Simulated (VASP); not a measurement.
Al6GaAs8 (a cell with a defect), 15 atoms in the cell. The cell holds a defect, 15 atoms: a = 8.027 Å, b = 8.027 Å, c = 8.027 Å, α = 60.00°, β = 60.00°, γ = 60.00°. 

| Property | Result |
| --- | --- |
| Program | VASP 6.6.1 |
| Task | single point |
| Functional | PBEsol |
| Potentials or basis | VASP PAW PBE potentials, release 64 (Ga_d, Al, As) |
| Cutoff | 520 eV |
| k mesh | 2 × 2 × 2 |
| Occupations | gaussian, width 0.02 eV |
| Spin | no spin polarisation |
| Dipole correction | no |
| Further INCAR settings | LREAL = Auto; ALGO = Normal; EDIFF = 1e-06; NBANDS = 48 |

Potentials or basis: VASP PAW PBE potentials, release 64 (Ga_d, Al, As).

Run with:

```sh
$ cat potpaw_PBE.64/Ga_d/POTCAR potpaw_PBE.64/Al/POTCAR potpaw_PBE.64/As/POTCAR > POTCAR
$ mpirun -np 1 vasp_std > vasp.out
```

Hardware: 1 thread of Intel(R) Xeon(R) 6975P-C (Granite Rapids) (shared host).

Q: Estimate the wall time of this run.

A: Wall time 74 s on 1 thread of Intel(R) Xeon(R) 6975P-C (Granite Rapids), on a shared host, peak memory 0.49 GiB. Counts: scf iterations 14, k points 6.
